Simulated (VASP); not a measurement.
# O (Fd-3m) in VASP: single point with PBEsol+D4

Aim: the single point of O with PBEsol+D4.

Program: VASP 6.6.1. These are calculated values, not measurements. Logs are shortened: lines on timing, memory, paths and dates and some standing lists are left out, and cuts for length are marked.

## 1. The cell of the first run

The structure is cubic, space group Fd-3m (No. 227). The conventional cell has a = 4.342 Å, b = 4.342 Å, c = 4.342 Å, α = 90.00°, β = 90.00°, γ = 90.00°. Within 2.5 Å of O (site symmetry -43m) lie 4 O at 1.88 Å.

## 2. Single point, PBEsol+D4

The input, INCAR:

```
SYSTEM = O
PREC = Accurate
ENCUT = 600
EDIFF = 1E-6
ISMEAR = -1
SIGMA = 0.1
LREAL = .False.
LASPH = .True.
NELM = 120
ALGO = Normal
ISIF = 2
LWAVE = .False.
LCHARG = .False.
GGA = PS
IVDW = 13
NBANDS = 13
GGA_COMPAT = .False.
```

The input, KPOINTS:

```
Automatic mesh
0
Gamma
  8 8 8
  0 0 0
```

The input, POSCAR:

```
O
1.0
    0.0000000000      2.1708564400      2.1708564400
    2.1708564400      0.0000000000      2.1708564400
    2.1708564400      2.1708564400      0.0000000000
O
2
Direct
    0.2500000000      0.2500000000      0.2500000000
    0.0000000000      0.0000000000      0.0000000000
```

Potentials or basis: VASP PAW PBE potentials, release 64 (O).

On the command line:

```sh
$ cat potpaw_PBE.64/O/POTCAR > POTCAR
$ mpirun -np 1 vasp_std > vasp.out
```

OUTCAR:

```text
SYSTEM = O
   PREC = Accurate
   ENCUT = 600
   EDIFF = 1E-6
   ISMEAR = -1
   LREAL = .False.
   LASPH = .True.
   NELM = 120
   ISIF = 2
   GGA = PS
   IVDW = 13

 ion  position               nearest neighbor table
   1  0.250  0.250  0.250-   2 1.88   2 1.88   2 1.88   2 1.88
   2  0.000  0.000  0.000-   1 1.88   1 1.88   1 1.88   1 1.88

  LATTYP: Found a face centered cubic cell.
 ALAT       =     4.3417128800

  Lattice vectors:

 A1 = (   0.0000000000,   2.1708564400,   2.1708564400)
 A2 = (   2.1708564400,   0.0000000000,   2.1708564400)
 A3 = (   2.1708564400,   2.1708564400,   0.0000000000)

Analysis of symmetry for initial positions (statically):
=====================================================================
 Subroutine PRICEL returns:
 Original cell was already a primitive cell.

 Routine SETGRP: Setting up the symmetry group for a
 face centered cubic supercell.

 Subroutine GETGRP returns: Found 48 space group operations
 (whereof 24 operations were pure point group operations)
 out of a pool of 48 trial point group operations.

The static configuration has the point symmetry T_d .
 The point group associated with its full space group is O_h .

Analysis of symmetry for dynamics (positions and initial velocities):
=====================================================================
 Subroutine PRICEL returns:
 Original cell was already a primitive cell.

 Routine SETGRP: Setting up the symmetry group for a
 face centered cubic supercell.

 Subroutine GETGRP returns: Found 48 space group operations
 (whereof 24 operations were pure point group operations)
 out of a pool of 48 trial point group operations.

The dynamic configuration has the point symmetry T_d .
 The point group associated with its full space group is O_h .

 Subroutine INISYM returns: Found 48 space group operations
 (whereof 24 operations are pure point group operations),
 and found     1 'primitive' translations

----------------------------------------------------------------------------------------

                                     Primitive cell

  volume of cell :      20.4608

  direct lattice vectors                    reciprocal lattice vectors
     0.000000000  2.170856440  2.170856440    -0.230323844  0.230323844  0.230323844
     2.170856440  0.000000000  2.170856440     0.230323844 -0.230323844  0.230323844
     2.170856440  2.170856440  0.000000000     0.230323844  0.230323844 -0.230323844

  length of vectors
     3.070054619  3.070054619  3.070054619     0.398932600  0.398932600  0.398932600

  position of ions in fractional coordinates (direct lattice)
     0.250000000  0.250000000  0.250000000
     0.000000000  0.000000000  0.000000000

  ion indices of the primitive-cell ions
   primitive index   ion index
                 1           1
                 2           2

----------------------------------------------------------------------------------------

 KPOINTS: Automatic mesh

Automatic generation of k-mesh.
 Grid dimensions read from file:
 generate k-points for:    8    8    8

 Generating k-lattice:

  Cartesian coordinates                     Fractional coordinates (reciprocal lattice)
    -0.028790480  0.028790480  0.028790480     0.125000000  0.000000000  0.000000000
     0.028790480 -0.028790480  0.028790480     0.000000000  0.125000000  0.000000000
     0.028790480  0.028790480 -0.028790480     0.000000000  0.000000000  0.125000000

  Length of vectors
     0.049866575  0.049866575  0.049866575

  Shift w.r.t. Gamma in fractional coordinates (k-lattice)
     0.000000000  0.000000000  0.000000000

 Subroutine IBZKPT returns following result:
 ===========================================

 Found     29 irreducible k-points:

 Following reciprocal coordinates:
            Coordinates               Weight
  0.000000  0.000000  0.000000      1.000000
  0.125000  0.000000  0.000000      8.000000
  0.250000  0.000000  0.000000      8.000000
  0.375000  0.000000  0.000000      8.000000
  0.500000  0.000000  0.000000      4.000000
  0.125000  0.125000  0.000000      6.000000
[... 16 lines left out ...]
  0.500000  0.250000  0.125000     48.000000
 -0.375000  0.250000  0.125000     24.000000
 [... further k-points ...]
   k-points           NKPTS =     29   k-points in BZ     NKDIM =     29   number of bands    NBANDS=     13
   number of dos      NEDOS =    301   number of ions     NIONS =      2
   total plane-waves  NPLWV =  21952
   dimension x,y,z NGX =    28 NGY =   28 NGZ =   28
   dimension x,y,z NGXF=    56 NGYF=   56 NGZF=   56
   ions per type =               2
   NGX,Y,Z   is equivalent  to a cutoff of  15.16, 15.16, 15.16 a.u.
   NGXF,Y,Z  is equivalent  to a cutoff of  30.32, 30.32, 30.32 a.u.
 SYSTEM =  O
   PREC   = accura    normal or accurate (medium, high low for compatibility)
   ISTART =      0    job   : 0-new  1-cont  2-samecut
   ICHARG =      2    charge: 1-file 2-atom 10-const
   ISPIN  =      1    spin polarized calculation?
   LNONCOLLINEAR =      F non collinear calculations
   LSORBIT =      F    spin-orbit coupling
   LASPH  =      T    aspherical Exc in radial PAW
   ENCUT  =  600.0 eV  44.10 Ry    6.64 a.u.   6.13  6.13  6.13*2*pi/ulx,y,z
   NELM   =    120;   NELMIN=  2; NELMDL= -5     # of ELM steps
   EDIFF  = 0.1E-05   stopping-criterion for ELM
   LREAL  =      F    real-space projection
   EDIFFG = 0.1E-04   stopping-criterion for IOM
   NSW    =      0    number of steps for IOM
   IBRION =     -1    ionic relax: 0-MD 1-quasi-New 2-CG
   NFREE  =      0    steps in history (QN), initial steepest desc. (CG)
   ISIF   =      2    stress and relaxation
   ISYM   =      2    0-nonsym 1-usesym 2-fastsym
   POTIM  = 0.5000    time-step for ionic-motion
   TEBEG  =    0.0;   TEEND  =   0.0 temperature during run
   PSTRESS=    0.0 pullay stress
   NELECT =      12.0000    total number of electrons
   NUPDOWN=      -1.0000    fix difference up-down
   EMIN   =  10.00;   EMAX   =-10.00  energy-range for DOS
   EFERMI =   0.00;   METHOD = LEGACY
   ISMEAR =    -1;   SIGMA  =   0.10  broadening in eV -4-tet -1-fermi 0-gaus
   EFERMI_NEDOS =   21; number of points for ismear=-14 and -15
   IALGO  =     38    algorithm
   IMIX   =      4    mixing-type and parameters
     AMIX     =   0.40;   BMIX     =  1.00
     AMIX_MAG =   1.60;   BMIX_MAG =  1.00
  volume/ion in A,a.u.               =      10.23        69.04
  Fermi-wavevector in a.u.,A,eV,Ry     =   1.370337  2.589562 25.549351  1.877824
  Thomas-Fermi vector in A             =   2.496132
   LORBIT       =      0    0 simple, 1 ext, 2 COOP (PROOUT), +10 PAW based schemes
   GGA     = PS    functional components
   LHFCALC =     F    Hartree Fock is set to
   AEXX    =    0.0000 exact exchange contribution
   IVDW    =    13    specifies the selected vdW correction
   LEPSILON=     F    determine dielectric tensor
   LRPA    =     F    only Hartree local field effects (RPA)
 non-spin polarized calculation
  energy-cutoff  :      600.00
  volume of cell :       20.46
 maximum number of plane-waves:       701
 NGX is ok and might be reduce to    28
   NGX = 13   NGY = 13   NGZ = 13

 number of electron      12.0000001 magnetization

 Free energy of the ion-electron system (eV)
  ---------------------------------------------------
  ext. energy  EPLUGINS =         0.00000000
  ---------------------------------------------------
  free energy    TOTEN  =        -6.78494703 eV

  energy without entropy =       -6.73811692  energy(sigma->0) =       -6.76153198

 E-fermi :   0.8424     XC(G=0): -10.4657

 val. band max:        0.7779968749   @ k =   0.2500   0.0000   0.0000
 cond. band min:       0.8946518189   @ k =   0.5000   0.1250   0.0000
 fundamental gap:      0.1166549440
 Fermi energy:         0.8424032893

 k-point     1 :       0.0000    0.0000    0.0000
  band No.  band energies     occupation
      1     -20.9652      2.00000
      2     -12.4873      2.00000
      3      -3.1509      2.00000
      4      -3.1509      2.00000
      5      -3.1509      2.00000
      6       0.1226      1.99850
      7       0.1226      1.99850
      8       0.1226      1.99850
      9      10.5135      0.00000
     10      24.4607      0.00000
     11      24.4607      0.00000
     12      24.4607      0.00000
     13      24.9671      0.00000

 k-point     2 :       0.1250    0.0000    0.0000
  band No.  band energies     occupation
      1     -20.7742      2.00000
      2     -12.8611      2.00000
      3      -3.3385      2.00000
      4      -3.3385      2.00000
      5      -3.3144      2.00000
      6       0.3214      1.98914
      7       0.3402      1.98691
      8       0.3402      1.98691
      9      11.0168      0.00000
     10      22.6173      0.00000
     11      22.6600      0.00000
     12      22.6600      0.00000
     13      27.4487      0.00000

 k-point     3 :       0.2500    0.0000    0.0000
  band No.  band energies     occupation
      1     -20.2402      2.00000
      2     -13.8065      2.00000
      3      -3.7760      2.00000
      4      -3.7136      2.00000
      5      -3.7136      2.00000
      6       0.7780      1.31134
      7       0.7780      1.31134
      8       0.9646      0.45528
      9      12.1456      0.00000
     10      20.0997      0.00000
     11      21.4727      0.00000
     12      21.4727      0.00000
     13      28.1790      0.00000
[... 305 lines left out ...]
 k-point    23 :       0.5000    0.2500    0.1250
  band No.  band energies     occupation
      1     -19.0534      2.00000
      2     -15.4621      2.00000
      3      -5.5675      2.00000
      4      -4.5191      2.00000
      5      -2.2687      2.00000
      6       0.3059      1.99069
      7       1.7229      0.00030
      8       2.1171      0.00001
      9      13.5095      0.00000
     10      16.0923      0.00000
     11      21.5037      0.00000
     12      22.8161      0.00000
     13      29.0205      0.00000

 k-point    24 :      -0.3750    0.2500    0.1250
  band No.  band energies     occupation
      1     -18.6241      2.00000
      2     -15.9866      2.00000
      3      -5.7972      2.00000
      4      -4.6484      2.00000
      5      -2.2546      2.00000
      6       0.5665      1.88085
      7       1.7939      0.00015
      8       2.2766      0.00000
      9      13.8212      0.00000
     10      15.6296      0.00000
     11      21.5318      0.00000
     12      22.2636      0.00000
     13      29.6247      0.00000

 [... further k-points ...]

------------------------ aborting loop because EDIFF is reached ----------------------------------------

  DFT-D4 for vdW energy calculation

  Edisp (eV):   -0.09850

  FORCE on cell =-STRESS in cart. coord.  units (eV):
  Direction    XX          YY          ZZ          XY          YZ          ZX
  --------------------------------------------------------------------------------------
  -------------------------------------------------------------------------------------
  Total      -0.11680    -0.11680    -0.11680     0.00000    -0.00000     0.00000
  in kB      -9.14584    -9.14584    -9.14584     0.00000    -0.00000     0.00000
  external pressure =       -9.15 kB  Pullay stress =        0.00 kB

 VOLUME and BASIS-vectors are now :
 -----------------------------------------------------------------------------
  energy-cutoff  :      600.00
  volume of cell :       20.46
      direct lattice vectors                 reciprocal lattice vectors
     0.000000000  2.170856440  2.170856440    -0.230323844  0.230323844  0.230323844
     2.170856440  0.000000000  2.170856440     0.230323844 -0.230323844  0.230323844
     2.170856440  2.170856440  0.000000000     0.230323844  0.230323844 -0.230323844

 POSITION                                       TOTAL-FORCE (eV/Angst)
 -----------------------------------------------------------------------------------
      1.08543      1.08543      1.08543        -0.000000     -0.000000     -0.000000
      0.00000      0.00000      0.00000         0.000000      0.000000      0.000000
 -----------------------------------------------------------------------------------
    total drift:                                0.000000      0.000000      0.000000

  FREE ENERGIE OF THE ION-ELECTRON SYSTEM (eV)
  ---------------------------------------------------
  free  energy   TOTEN  =        -6.8834497633 eV

  energy  without entropy=       -6.8366196597  energy(sigma->0) =       -6.86003471
```

Wall time 20 s (1 thread of Intel Xeon 8259CL, shared host); peak memory 0.15 GiB.

Results:

```
Free energy                : -6.8834 eV
Pressure                   : -0.9 GPa
Band gap on the k mesh     : zero (band 6 reaches 1.26 eV, above the bottom of band 7 at 0.12 eV)
Dispersion energy per atom : -0.049 eV
```

Caveat: the PAW data sets were made with another functional, which shifts forces and pressure a little; pairwise dispersion overbinds metals, which lowers pressure and volume.
